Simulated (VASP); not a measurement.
Here is a VASP 6.6.1 calculation.

Contents of INCAR:

```
SYSTEM = LiF
PREC = Accurate
ENCUT = 750
EDIFF = 1E-6
ISMEAR = -1
SIGMA = 0.05
LREAL = .False.
LASPH = .True.
NELM = 120
ALGO = Normal
ISIF = 2
LWAVE = .False.
LCHARG = .False.
GGA = PS
NBANDS = 12
GGA_COMPAT = .False.
```

KPOINTS

```
regular mesh
0
Gamma
  11 11 11
  0 0 0
```

Contents of POSCAR:

```
LiF
1.0
    0.0000000000      1.9307966690      1.9307966690
    1.9307966690      0.0000000000      1.9307966690
    1.9307966690      1.9307966690      0.0000000000
F Li
1 1
Direct
    0.5000000000      0.5000000000      0.5000000000
    0.0000000000      0.0000000000      0.0000000000
```

Potentials or basis: VASP PAW PBE potentials, release 64 (F, Li_sv).

The run is started by

```console
$ cat potpaw_PBE.64/F/POTCAR potpaw_PBE.64/Li_sv/POTCAR > POTCAR
$ mpirun -np 1 vasp_std > vasp.out
```

(1) What does it give for the pressure?

(2) What does it give for the band gap on the k mesh?

## Answers

(1) 9.9 GPa.

(2) 10.12 eV, direct.

Caveat: the PAW data sets were made with another functional, which shifts forces and pressure a little.
